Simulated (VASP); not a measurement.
# GaN (l) (F-43m) in VASP: single point with LDA

Aim: the single point of GaN (l) with LDA.

All numbers are computed with VASP 6.6.1; they aren't measurements. Logs are shortened: lines on timing, memory, paths and dates and some standing lists are left out, and cuts for length are marked.

### Step 1. The cell of the first run

It takes space group F-43m (No. 216, cubic). The conventional cell has a = 4.455 Å, b = 4.455 Å, c = 4.455 Å, α = 90.00°, β = 90.00°, γ = 90.00°. Within 2.6 Å of Ga (site symmetry -43m) lie 4 N at 1.93 Å. N (site symmetry -43m) has 4 Ga at 1.93 Å within 2.6 Å.

### Step 2. Single point, LDA

Contents of INCAR:

```
SYSTEM = GaN
PREC = Accurate ; ENCUT = 600
EDIFF = 1E-6 ; ISMEAR = 0
SIGMA = 0.02 ; LREAL = .False.
LASPH = .True. ; NELM = 120
ALGO = Normal ; ISIF = 2
LWAVE = .False. ; LCHARG = .False.
GGA = CA ; NBANDS = 16
GGA_COMPAT = .False.
```

Contents of KPOINTS:

```
Automatic mesh
0
Gamma
  10 10 10
  0 0 0
```

Contents of POSCAR:

```
GaN
1.0
    0.0000000000      2.2277008246      2.2277008246
    2.2277008246      0.0000000000      2.2277008246
    2.2277008246      2.2277008246      0.0000000000
Ga N
1 1
Direct
    0.0000000000      0.0000000000      0.0000000000
    0.2500000000      0.2500000000      0.2500000000
```

Potentials or basis: VASP PAW LDA potentials, release 64 (Ga_d, N).

Started as:

```console
$ cat potpaw_LDA.64/Ga_d/POTCAR potpaw_LDA.64/N/POTCAR > POTCAR
$ mpirun -np 1 vasp_std > vasp.out
```

OUTCAR:

```text
SYSTEM = GaN
   PREC = Accurate
   ENCUT = 600
   EDIFF = 1E-6
   ISMEAR = 0
   LREAL = .False.
   LASPH = .True.
   NELM = 120
   ISIF = 2
   GGA = CA

 ion  position               nearest neighbor table
   1  0.000  0.000  0.000-   2 1.93   2 1.93   2 1.93   2 1.93
   2  0.250  0.250  0.250-   1 1.93   1 1.93   1 1.93   1 1.93

  LATTYP: Found a face centered cubic cell.
 ALAT       =     4.4554016492

  Lattice vectors:

 A1 = (   0.0000000000,   2.2277008246,   2.2277008246)
 A2 = (   2.2277008246,   0.0000000000,   2.2277008246)
 A3 = (   2.2277008246,   2.2277008246,   0.0000000000)

Analysis of symmetry for initial positions (statically):
=====================================================================
 Subroutine PRICEL returns:
 Original cell was already a primitive cell.

 Routine SETGRP: Setting up the symmetry group for a
 face centered cubic supercell.

 Subroutine GETGRP returns: Found 24 space group operations
 (whereof 24 operations were pure point group operations)
 out of a pool of 48 trial point group operations.

The static configuration has the point symmetry T_d .

Analysis of symmetry for dynamics (positions and initial velocities):
=====================================================================
 Subroutine PRICEL returns:
 Original cell was already a primitive cell.

 Routine SETGRP: Setting up the symmetry group for a
 face centered cubic supercell.

 Subroutine GETGRP returns: Found 24 space group operations
 (whereof 24 operations were pure point group operations)
 out of a pool of 48 trial point group operations.

The dynamic configuration has the point symmetry T_d .

 Subroutine INISYM returns: Found 24 space group operations
 (whereof 24 operations are pure point group operations),
 and found     1 'primitive' translations

----------------------------------------------------------------------------------------

                                     Primitive cell

  volume of cell :      22.1106

  direct lattice vectors                    reciprocal lattice vectors
     0.000000000  2.227700825  2.227700825    -0.224446656  0.224446656  0.224446656
     2.227700825  0.000000000  2.227700825     0.224446656 -0.224446656  0.224446656
     2.227700825  2.227700825  0.000000000     0.224446656  0.224446656 -0.224446656

  length of vectors
     3.150444719  3.150444719  3.150444719     0.388753011  0.388753011  0.388753011

  position of ions in fractional coordinates (direct lattice)
     0.000000000  0.000000000  0.000000000
     0.250000000  0.250000000  0.250000000

  ion indices of the primitive-cell ions
   primitive index   ion index
                 1           1
                 2           2

----------------------------------------------------------------------------------------

 KPOINTS: Automatic mesh

Automatic generation of k-mesh.
 Grid dimensions read from file:
 generate k-points for:   10   10   10

 Generating k-lattice:

  Cartesian coordinates                     Fractional coordinates (reciprocal lattice)
    -0.022444666  0.022444666  0.022444666     0.100000000  0.000000000  0.000000000
     0.022444666 -0.022444666  0.022444666     0.000000000  0.100000000  0.000000000
     0.022444666  0.022444666 -0.022444666     0.000000000  0.000000000  0.100000000

  Length of vectors
     0.038875301  0.038875301  0.038875301

  Shift w.r.t. Gamma in fractional coordinates (k-lattice)
     0.000000000  0.000000000  0.000000000

 Subroutine IBZKPT returns following result:
 ===========================================

 Found     47 irreducible k-points:

 Following reciprocal coordinates:
            Coordinates               Weight
  0.000000  0.000000  0.000000      1.000000
  0.100000  0.000000  0.000000      8.000000
  0.200000  0.000000  0.000000      8.000000
  0.300000  0.000000  0.000000      8.000000
  0.400000  0.000000  0.000000      8.000000
  0.500000  0.000000  0.000000      4.000000
[... 16 lines left out ...]
  0.300000  0.300000  0.000000      6.000000
  0.400000  0.300000  0.000000     24.000000
 [... further k-points ...]
   k-points           NKPTS =     47   k-points in BZ     NKDIM =     47   number of bands    NBANDS=     16
   number of dos      NEDOS =    301   number of ions     NIONS =      2
   total plane-waves  NPLWV =  21952
   dimension x,y,z NGX =    28 NGY =   28 NGZ =   28
   dimension x,y,z NGXF=    56 NGYF=   56 NGZF=   56
   ions per type =               1   1
   NGX,Y,Z   is equivalent  to a cutoff of  14.78, 14.78, 14.78 a.u.
   NGXF,Y,Z  is equivalent  to a cutoff of  29.55, 29.55, 29.55 a.u.
 SYSTEM =  GaN
   PREC   = accura    normal or accurate (medium, high low for compatibility)
   ISTART =      0    job   : 0-new  1-cont  2-samecut
   ICHARG =      2    charge: 1-file 2-atom 10-const
   ISPIN  =      1    spin polarized calculation?
   LNONCOLLINEAR =      F non collinear calculations
   LSORBIT =      F    spin-orbit coupling
   LASPH  =      T    aspherical Exc in radial PAW
   ENCUT  =  600.0 eV  44.10 Ry    6.64 a.u.   6.29  6.29  6.29*2*pi/ulx,y,z
   NELM   =    120;   NELMIN=  2; NELMDL= -5     # of ELM steps
   EDIFF  = 0.1E-05   stopping-criterion for ELM
   LREAL  =      F    real-space projection
   EDIFFG = 0.1E-04   stopping-criterion for IOM
   NSW    =      0    number of steps for IOM
   IBRION =     -1    ionic relax: 0-MD 1-quasi-New 2-CG
   NFREE  =      0    steps in history (QN), initial steepest desc. (CG)
   ISIF   =      2    stress and relaxation
   ISYM   =      2    0-nonsym 1-usesym 2-fastsym
   POTIM  = 0.5000    time-step for ionic-motion
   TEBEG  =    0.0;   TEEND  =   0.0 temperature during run
   PSTRESS=    0.0 pullay stress
   NELECT =      18.0000    total number of electrons
   NUPDOWN=      -1.0000    fix difference up-down
   EMIN   =  10.00;   EMAX   =-10.00  energy-range for DOS
   EFERMI =   0.00;   METHOD = LEGACY
   ISMEAR =     0;   SIGMA  =   0.02  broadening in eV -4-tet -1-fermi 0-gaus
   EFERMI_NEDOS =   21; number of points for ismear=-14 and -15
   IALGO  =     38    algorithm
   IMIX   =      4    mixing-type and parameters
     AMIX     =   0.40;   BMIX     =  1.00
     AMIX_MAG =   1.60;   BMIX_MAG =  1.00
  volume/ion in A,a.u.               =      11.06        74.60
  Fermi-wavevector in a.u.,A,eV,Ry     =   1.528617  2.888668 31.792342  2.336671
  Thomas-Fermi vector in A             =   2.636351
   LORBIT       =      0    0 simple, 1 ext, 2 COOP (PROOUT), +10 PAW based schemes
   GGA     = CA    functional components
   LHFCALC =     F    Hartree Fock is set to
   AEXX    =    0.0000 exact exchange contribution
   IVDW    =     0    specifies the selected vdW correction
   LEPSILON=     F    determine dielectric tensor
   LRPA    =     F    only Hartree local field effects (RPA)
 non-spin polarized calculation
 Gauss-broadening in eV      SIGMA  =   0.02
  energy-cutoff  :      600.00
  volume of cell :       22.11
 maximum number of plane-waves:       754
 NGX is ok and might be reduce to    28
   NGX = 13   NGY = 13   NGZ = 13

 number of electron      18.0000001 magnetization

 Free energy of the ion-electron system (eV)
  ---------------------------------------------------
  ext. energy  EPLUGINS =         0.00000000
  ---------------------------------------------------
  free energy    TOTEN  =       -13.94409870 eV

  energy without entropy =      -13.94409870  energy(sigma->0) =      -13.94409870

 E-fermi :   5.6251     XC(G=0): -12.3037

 val. band max:        5.4190178255   @ k =   0.0000   0.0000   0.0000
 cond. band min:       7.3909787836   @ k =   0.0000   0.0000   0.0000
 fundamental gap:      1.9719609581
 Fermi energy:         5.6251090640

 k-point     1 :       0.0000    0.0000    0.0000
  band No.  band energies     occupation
      1     -10.6889      2.00000
      2      -8.1720      2.00000
      3      -8.1720      2.00000
      4      -8.1720      2.00000
      5      -7.8177      2.00000
      6      -7.8177      2.00000
[... 8 lines left out ...]
     15      24.3617      0.00000
     16      24.3617      0.00000

 k-point     2 :       0.1000    0.0000    0.0000
  band No.  band energies     occupation
      1     -10.5693      2.00000
      2      -8.1569      2.00000
      3      -8.1569      2.00000
      4      -8.1340      2.00000
      5      -7.8192      2.00000
      6      -7.8192      2.00000
[... 8 lines left out ...]
     15      23.0799      0.00000
     16      23.0799      0.00000

 k-point     3 :       0.2000    0.0000    0.0000
  band No.  band energies     occupation
      1     -10.2675      2.00000
      2      -8.1221      2.00000
      3      -8.1221      2.00000
      4      -7.9681      2.00000
      5      -7.8181      2.00000
      6      -7.8181      2.00000
[... 8 lines left out ...]
     15      22.3046      0.00000
     16      22.3046      0.00000

 k-point     4 :       0.3000    0.0000    0.0000
  band No.  band energies     occupation
      1      -9.9497      2.00000
      2      -8.0913      2.00000
      3      -8.0913      2.00000
      4      -7.8032      2.00000
      5      -7.8032      2.00000
      6      -7.5427      2.00000
[... 8 lines left out ...]
     15      22.8131      0.00000
     16      22.8131      0.00000

 k-point     5 :       0.4000    0.0000    0.0000
  band No.  band energies     occupation
      1      -9.7655      2.00000
      2      -8.0781      2.00000
      3      -8.0781      2.00000
      4      -7.7782      2.00000
      5      -7.7782      2.00000
      6      -6.8602      2.00000
[... 8 lines left out ...]
     15      24.2576      0.00000
     16      24.2576      0.00000

 k-point     6 :       0.5000    0.0000    0.0000
  band No.  band energies     occupation
      1      -9.7139      2.00000
      2      -8.0758      2.00000
      3      -8.0758      2.00000
      4      -7.7657      2.00000
      5      -7.7657      2.00000
      6      -6.4388      2.00000
[... 8 lines left out ...]
     15      25.2907      0.00000
     16      25.2907      0.00000

 k-point     7 :       0.1000    0.1000    0.0000
  band No.  band energies     occupation
      1     -10.5299      2.00000
      2      -8.1436      2.00000
      3      -8.1436      2.00000
      4      -8.1387      2.00000
      5      -7.8293      2.00000
      6      -7.8096      2.00000
[... 8 lines left out ...]
     15      24.6726      0.00000
     16      25.0834      0.00000

 k-point     8 :       0.2000    0.1000    0.0000
  band No.  band energies     occupation
      1     -10.2902      2.00000
      2      -8.1222      2.00000
      3      -8.1074      2.00000
      4      -8.0250      2.00000
      5      -7.8278      2.00000
      6      -7.8015      2.00000
[... 8 lines left out ...]
     15      24.1643      0.00000
     16      24.3041      0.00000

 k-point     9 :       0.3000    0.1000    0.0000
  band No.  band energies     occupation
      1      -9.9825      2.00000
      2      -8.0939      2.00000
      3      -8.0720      2.00000
      4      -7.8760      2.00000
      5      -7.7877      2.00000
      6      -7.6243      2.00000
[... 8 lines left out ...]
     15      23.3147      0.00000
     16      24.2833      0.00000
[... 172 lines left out ...]
 k-point    19 :       0.5000    0.2000    0.0000
  band No.  band energies     occupation
      1      -9.6330      2.00000
      2      -8.0600      2.00000
      3      -7.9900      2.00000
      4      -7.8668      2.00000
      5      -7.7613      2.00000
      6      -6.3318      2.00000
[... 8 lines left out ...]
     15      25.8703      0.00000
     16      26.2858      0.00000

 k-point    20 :      -0.4000    0.2000    0.0000
  band No.  band energies     occupation
      1      -9.6257      2.00000
      2      -8.0653      2.00000
      3      -7.9966      2.00000
      4      -7.8325      2.00000
      5      -7.7883      2.00000
      6      -6.1841      2.00000
[... 8 lines left out ...]
     15      24.2482      0.00000
     16      25.9250      0.00000

 k-point    21 :      -0.3000    0.2000    0.0000
  band No.  band energies     occupation
      1      -9.6912      2.00000
      2      -8.0667      2.00000
      3      -8.0163      2.00000
      4      -7.8258      2.00000
      5      -7.8247      2.00000
      6      -6.7208      2.00000
[... 8 lines left out ...]
     15      22.8784      0.00000
     16      26.2919      0.00000

 k-point    22 :      -0.2000    0.2000    0.0000
  band No.  band energies     occupation
      1      -9.8523      2.00000
      2      -8.0745      2.00000
      3      -8.0568      2.00000
      4      -7.8432      2.00000
      5      -7.8369      2.00000
      6      -7.3466      2.00000
[... 8 lines left out ...]
     15      22.9176      0.00000
     16      26.2098      0.00000

 k-point    23 :       0.3000    0.3000    0.0000
  band No.  band energies     occupation
      1      -9.7609      2.00000
      2      -8.0190      2.00000
      3      -7.9622      2.00000
      4      -7.9622      2.00000
      5      -7.7620      2.00000
      6      -7.3308      2.00000
[... 8 lines left out ...]
     15      27.7312      0.00000
     16      28.3185      0.00000

 k-point    24 :       0.4000    0.3000    0.0000
  band No.  band energies     occupation
      1      -9.6413      2.00000
      2      -8.0375      2.00000
      3      -7.9249      2.00000
      4      -7.9235      2.00000
      5      -7.7508      2.00000
      6      -6.8260      2.00000
[... 8 lines left out ...]
     15      28.1207      0.00000
     16      28.1545      0.00000

 [... further k-points ...]
[... 5 lines left out ...]
  --------------------------------------------------------------------------------------
  -------------------------------------------------------------------------------------
  Total        0.1401892      0.1401892      0.1401892     -0.0000000      0.0000000      0.0000000
  in kB       10.1583852     10.1583852     10.1583852     -0.0000000      0.0000000      0.0000000
  external PRESSURE =      10.1583852 kB  Pullay stress =       0.0000000 kB

 VOLUME and BASIS-vectors are now :
 -----------------------------------------------------------------------------
  energy-cutoff  :      600.00
  volume of cell :       22.11
      direct lattice vectors                 reciprocal lattice vectors
     0.000000000  2.227700825  2.227700825    -0.224446656  0.224446656  0.224446656
     2.227700825  0.000000000  2.227700825     0.224446656 -0.224446656  0.224446656
     2.227700825  2.227700825  0.000000000     0.224446656  0.224446656 -0.224446656

 POSITION                                       TOTAL-FORCE (eV/Angst)
 -----------------------------------------------------------------------------------
      0.00000      0.00000      0.00000         0.000000      0.000000      0.000000
      1.11385      1.11385      1.11385        -0.000000     -0.000000     -0.000000
 -----------------------------------------------------------------------------------
    total drift:                               -0.000000     -0.000000      0.000000

  FREE ENERGIE OF THE ION-ELECTRON SYSTEM (eV)
  ---------------------------------------------------
  free  energy   TOTEN  =       -13.9440987038 eV

  energy  without entropy=      -13.9440987038  energy(sigma->0) =      -13.94409870
```

Run time: 19 s. Hardware: 1 thread of AMD EPYC 7R13 (Zen 3), shared host; peak memory 0.12 GiB.

What came out:

- Free energy: -13.9441 eV
- Pressure: 1.0 GPa
- Band gap on the k mesh: 1.97 eV, direct
